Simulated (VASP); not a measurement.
Write the native input for VASP 6.6.1 that does the following.

```yaml
Task: relaxation of cell and atoms
Functional: PBE
Potentials_or_basis: VASP PAW PBE potentials, release 64 (Li_sv, Cl)
Cutoff: 600 eV
k_mesh: 8 × 4 × 2
Occupations: gaussian, width 0.1 eV
Spin: no spin polarisation
Dipole_correction: no
Further_INCAR_settings: ALGO = Normal; EDIFF = 1e-07; IBRION = 2; EDIFFG = -0.04; NSW = 90; ISIF = 3
```

The structure of LiCl lies in POSCAR:

```
LiCl
1.0
    2.0133541000      0.0000000000      0.0000000000
    0.0000000000      4.9265419500      0.0000000000
    0.0000000000      0.0000000000      7.5227662600
Li Cl
2 2
Direct
    0.0000000000      0.5000000000      0.7693318900
    0.0000000000      0.5000000000      0.2306681100
    0.0000000000      0.0000000000      0.5000000000
    0.0000000000      0.5000000000      0.5000000000
```

The input as run:

INCAR

```
PREC = Accurate
ENCUT = 600
EDIFF = 1E-7
ISMEAR = 0
SIGMA = 0.1
LREAL = F
LASPH = T
NELM = 80
ALGO = Normal
ISIF = 3
LWAVE = F
LCHARG = F
GGA = PE
IBRION = 2
NSW = 90
EDIFFG = -0.04
```

KPOINTS

```
regular mesh
0
Gamma
  8 4 2
```

Potentials or basis: VASP PAW PBE potentials, release 64 (Li_sv, Cl).

Run with:

```sh
$ cat potpaw_PBE.64/Li_sv/POTCAR potpaw_PBE.64/Cl/POTCAR > POTCAR
$ mpirun -np 1 vasp_std > vasp.out
```

Results of the run:

```yaml
Relaxed_volume: 35.54 Å³/atom
Relaxed_cell: a = 2.858 Å, b = 6.648 Å, c = 7.481 Å, α = 90.00°, β = 90.00°, γ = 90.00°
Space_group_after_relaxing_to_0.05_Å: Pmmm (No. 47)
Energy_gained_by_relaxing: 1816.8 meV/atom
Ionic_steps: 15
Pressure_after_relaxing: -0.1 GPa
Largest_force_after_relaxing: 0.022 eV/Å
```

Caveat: the k points lie up to 0.42 Å⁻¹ apart in the final cell; the cutoff is under 1.25 times the usual one of these potentials, so pressure, stress and relaxed cells hold a basis-set (Pulay) error; the volume moved by over 15 % at a fixed basis, so the end points are rough.

It took 15 min on 1 thread of AMD EPYC 7R13, on a shared host, peak memory 0.17 GiB.
